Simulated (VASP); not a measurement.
# BN (R3m) in VASP: settings compared, part 4 of 4

VASP 6.6.1. The steps go on from the part before.

### Step 5. Single point, PBEsol (volume scaled by 1.02)

Contents of INCAR:

```
PREC = Accurate
ENCUT = 520
EDIFF = 1E-7
ISMEAR = -1
SIGMA = 0.05
LREAL = F
LASPH = T
NELM = 100
ALGO = Normal
ISIF = 2
LWAVE = F
LCHARG = F
GGA = PS
NBANDS = 11
```

Contents of KPOINTS:

```
regular mesh
0
Gamma
  12 12 12
```

Contents of POSCAR:

```
BN
1.0
    1.2594075994      0.7271193165      3.3952723682
   -1.2594075994      0.7271193165      3.3952723682
    0.0000000000     -1.4542386330      3.3952723682
N B
1 1
Direct
    0.6672382000      0.6672382000      0.6672382000
    0.0003288000      0.0003288000      0.0003288000
```

Potentials or basis: VASP PAW PBE potentials, release 64 (N, B).

The run is started by

```
cat potpaw_PBE.64/N/POTCAR potpaw_PBE.64/B/POTCAR > POTCAR
mpirun -np 1 vasp_std > vasp.out
```

OUTCAR:

```text
PREC = Accurate
   ENCUT = 520
   EDIFF = 1E-7
   ISMEAR = -1
   LREAL = F
   LASPH = T
   NELM = 100
   ISIF = 2
   GGA = PS

 ion  position               nearest neighbor table
   1  0.667  0.667  0.667-   2 1.45   2 1.45   2 1.45
   2  0.000  0.000  0.000-   1 1.45   1 1.45   1 1.45

  LATTYP: Found a trigonal (rhomboedric) cell.
 ALAT       =     3.6936004733
 COS(alpha) =     0.7674786797

  Lattice vectors:

 A1 = (   1.2594075994,   0.7271193165,   3.3952723682)
 A2 = (  -1.2594075994,   0.7271193165,   3.3952723682)
 A3 = (   0.0000000000,  -1.4542386330,   3.3952723682)

Analysis of symmetry for initial positions (statically):
=====================================================================
 Subroutine PRICEL returns:
 Original cell was already a primitive cell.

 Routine SETGRP: Setting up the symmetry group for a
 trigonal (rhombohedral) supercell.

 Subroutine GETGRP returns: Found  6 space group operations
 (whereof  6 operations were pure point group operations)
 out of a pool of 12 trial point group operations.

The static configuration has the point symmetry C_3v.

Analysis of symmetry for dynamics (positions and initial velocities):
=====================================================================
 Subroutine PRICEL returns:
 Original cell was already a primitive cell.

 Routine SETGRP: Setting up the symmetry group for a
 trigonal (rhombohedral) supercell.

 Subroutine GETGRP returns: Found  6 space group operations
 (whereof  6 operations were pure point group operations)
 out of a pool of 12 trial point group operations.

The dynamic configuration has the point symmetry C_3v.

 Subroutine INISYM returns: Found  6 space group operations
 (whereof  6 operations are pure point group operations),
 and found     1 'primitive' translations

----------------------------------------------------------------------------------------
[... 113 lines left out ...]
     AMIX_MAG =   1.60;   BMIX_MAG =  1.00
  volume/ion in A,a.u.               =       9.33        62.95
  Fermi-wavevector in a.u.,A,eV,Ry     =   1.234541  2.332944 20.736526  1.524092
  Thomas-Fermi vector in A             =   2.369227
   LORBIT       =      0    0 simple, 1 ext, 2 COOP (PROOUT), +10 PAW based schemes
   GGA     = PS    functional components
   LHFCALC =     F    Hartree Fock is set to
   AEXX    =    0.0000 exact exchange contribution
   IVDW    =     0    specifies the selected vdW correction
   LEPSILON=     F    determine dielectric tensor
   LRPA    =     F    only Hartree local field effects (RPA)
 non-spin polarized calculation
  energy-cutoff  :      520.00
  volume of cell :       18.66
 maximum number of plane-waves:       517
   NGX = 13   NGY = 13   NGZ = 13

 number of electron       8.0000000 magnetization

 Free energy of the ion-electron system (eV)
  ---------------------------------------------------
  ext. energy  EPLUGINS =         0.00000000
  ---------------------------------------------------
  free energy    TOTEN  =       -18.28189335 eV

  energy without entropy =      -18.28189335  energy(sigma->0) =      -18.28189335

 E-fermi :   2.9997     XC(G=0): -10.1240

 val. band max:        1.9154313871   @ k =  -0.3333   0.3333   0.0000
 cond. band min:       6.0704439521   @ k =   0.5000   0.5000   0.0000
 fundamental gap:      4.1550125649
 Fermi energy:         2.9997484076

 k-point     1 :       0.0000    0.0000    0.0000
  band No.  band energies     occupation
      1     -15.6997      2.00000
      2      -2.2159      2.00000
      3       0.6298      2.00000
      4       0.6298      2.00000
      5       6.8498      0.00000
      6      13.3902      0.00000
      7      13.3902      0.00000
      8      14.7908      0.00000
      9      16.2671      0.00000
     10      27.2584      0.00000
     11      29.2854      0.00000
[... 309 lines left out ...]
 k-point    24 :      -0.4167    0.1667    0.0000
  band No.  band energies     occupation
      1     -12.2916      2.00000
      2      -6.6167      2.00000
      3      -3.4561      2.00000
      4       1.5982      2.00000
      5       6.9750      0.00000
      6      13.1587      0.00000
      7      15.1523      0.00000
      8      16.0219      0.00000
      9      19.3255      0.00000
     10      22.4511      0.00000
     11      24.5831      0.00000

 [... further k-points ...]
[... 5 lines left out ...]
  --------------------------------------------------------------------------------------
  -------------------------------------------------------------------------------------
  Total       -0.6413536     -0.6413536      0.0247215      0.0000000     -0.0000000      0.0000000
  in kB      -55.0820699    -55.0820699      2.1231871      0.0000000     -0.0000000      0.0000000
  external PRESSURE =     -36.0136509 kB  Pullay stress =       0.0000000 kB

 VOLUME and BASIS-vectors are now :
 -----------------------------------------------------------------------------
  energy-cutoff  :      520.00
  volume of cell :       18.66
      direct lattice vectors                 reciprocal lattice vectors
     1.259407599  0.727119316  3.395272368     0.397012056  0.229215017  0.098175727
    -1.259407599  0.727119316  3.395272368    -0.397012056  0.229215017  0.098175727
     0.000000000 -1.454238633  3.395272368     0.000000000 -0.458430034  0.098175727

 POSITION                                       TOTAL-FORCE (eV/Angst)
 -----------------------------------------------------------------------------------
      0.00000      0.00000      6.79637         0.000000     -0.000000     -0.004037
      0.00000      0.00000      0.00335         0.000000      0.000000      0.004037
 -----------------------------------------------------------------------------------
    total drift:                               -0.000000      0.000000      0.000017

  FREE ENERGIE OF THE ION-ELECTRON SYSTEM (eV)
  ---------------------------------------------------
  free  energy   TOTEN  =       -18.2818933525 eV

  energy  without entropy=      -18.2818933524  energy(sigma->0) =      -18.28189335
```

OSZICAR:

```text
N       E                     dE             d eps       ncg     rms          rms(c)
DAV:   1     0.129927400488E+02    0.12993E+02   -0.46076E+03  4206   0.684E+02
DAV:   2    -0.191217107639E+02   -0.32114E+02   -0.30881E+02  4981   0.158E+02
DAV:   3    -0.199486698999E+02   -0.82696E+00   -0.82568E+00  5092   0.236E+01
DAV:   4    -0.199511539879E+02   -0.24841E-02   -0.24840E-02  4578   0.144E+00
DAV:   5    -0.199511644599E+02   -0.10472E-04   -0.10472E-04  5145   0.825E-02    0.769E+00
DAV:   6    -0.184709929696E+02    0.14802E+01   -0.48756E+00  4683   0.121E+01    0.356E+00
DAV:   7    -0.183230957977E+02    0.14790E+00   -0.21455E-01  4893   0.344E+00    0.216E+00
DAV:   8    -0.182815253939E+02    0.41570E-01   -0.10626E-01  4980   0.197E+00    0.230E-01
DAV:   9    -0.182815945800E+02   -0.69186E-04   -0.24893E-03  4581   0.395E-01    0.128E-01
DAV:  10    -0.182818734412E+02   -0.27886E-03   -0.42021E-04  4664   0.146E-01    0.218E-02
DAV:  11    -0.182818932706E+02   -0.19829E-04   -0.37680E-05  5018   0.404E-02    0.191E-02
DAV:  12    -0.182818932656E+02    0.50114E-08   -0.78351E-06  4659   0.181E-02    0.136E-03
DAV:  13    -0.182818933525E+02   -0.86849E-07   -0.27182E-07  4967   0.472E-03
   1 F= -.18281893E+02 E0= -.18281893E+02  d E =-.171590E-10
```

stdout:

```text
POSCAR found type information on POSCAR N B
 POSCAR found :  2 types and       2 ions
 scaLAPACK will be used
 -----------------------------------------------------------------------------
|                                                                             |
|                                                                             |
|     You enforced a specific xc type in the INCAR file but a different       |
|     I HOPE YOU KNOW WHAT YOU ARE DOING!                                     |
|                                                                             |
 -----------------------------------------------------------------------------

 LDA part: xc-table for (Slater+PW92), standard interpolation
 POSCAR, INCAR and KPOINTS ok, starting setup
 FFT: planning ... GRIDC
 FFT: planning ... GRID_SOFT
 FFT: planning ... GRID
 WAVECAR not read
 entering main loop
```

Run time: 33 s. Hardware: 1 thread of Intel Xeon Platinum 8488C (Sapphire Rapids), shared host; peak memory 0.17 GiB.

What came out:

```yaml
Free_energy: -18.2819 eV
Pressure: -3.6 GPa
Largest_force: 0.004 eV/Å
Band_gap_on_the_k_mesh: 4.16 eV, indirect (least direct gap 4.59 eV)
```

Forces on the atoms (eV/Å):
```
N    0.000  0.000 -0.004
B    0.000  0.000  0.004
```

Stress tensor (GPa, compression positive):
```
-5.51  0.00  0.00
 0.00 -5.51  0.00
 0.00  0.00  0.21
```

Caveat: the PAW data sets were made with another functional, which shifts forces and pressure a little. A k mesh can miss the band edges.

### Step 6. Summary

```csv
level,potentials or basis,cell,gap on the mesh (eV),pressure (GPa)
LDA,"VASP PAW LDA potentials, release 64 (N, B)","a = 3.645 Å, angles 39.9°, 2 atoms",4.11,1.1
PBEsol,"VASP PAW PBE potentials, release 64 (N, B)","a = 3.645 Å, angles 39.9°, 2 atoms",4.20,6.1
LDA,"VASP PAW LDA potentials, release 64 (N, B)","a = 3.694 Å, angles 39.9°, 2 atoms",4.07,-8.3
PBEsol,"VASP PAW PBE potentials, release 64 (N, B)","a = 3.694 Å, angles 39.9°, 2 atoms",4.16,-3.6
```

Alike in all rows: task single point; no spin polarisation; k mesh 12 × 12 × 12; cutoff (eV) 520; smearing fermi-dirac 0.05 eV.

Caveats: the PAW data sets were made with another functional, which shifts forces and pressure a little (some runs).

Total energies depend on the potentials used, so only differences within one code and one set of settings carry meaning.
